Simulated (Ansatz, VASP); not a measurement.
**BiS4 in VASP and in Ansatz**

```
Bi S
1.0
     4.63230    0.00000    0.00000
     0.00000    4.63230    0.00000
     0.00000    0.00000    4.63230
Bi S
1 4
Cartesian
  0.0000 0.0000 0.0000
  2.3162 2.3162 2.3162
  0.0000 2.3162 2.3162
  2.3162 0.0000 2.3162
  2.3162 2.3162 0.0000
```

Change from the starting cell: species swapped into the Mn4N type (Pm-3m, No. 221).

Alike in both runs: task relaxation of cell and atoms; functional PBE; k mesh 8 × 8 × 8; occupations gaussian, width 0.1 eV; no spin polarisation.

|  | VASP | Ansatz |
| --- | --- | --- |
| version | VASP 6.6.1 | Ansatz 0.2.0 |
| potentials or method | VASP PAW PBE potentials, release 64 (Bi_d, S), cutoff 600 eV | scalar-relativistic, plane waves, PAW |
| valence electrons in the cell | 39 | 39 |

Ansatz gave:

| Property | Result |
| --- | --- |
| gap on the k mesh at the Fermi level, each at its own relaxed structure (eV) | none |
| relaxed volume (Å³/atom) | 19.95 |
| relaxed length of the cell vector where the two differ most in proportion (Å) | 4.638 |

What did VASP give for the same quantities?

gap on the k mesh at the Fermi level, each at its own relaxed structure (eV): none; relaxed volume (Å³/atom): 19.92; relaxed length of the cell vector where the two differ most in proportion (Å): 4.636.

A gap of «none» marks a metal or a gap that the smearing closes.

Neither program's run includes spin-orbit coupling.
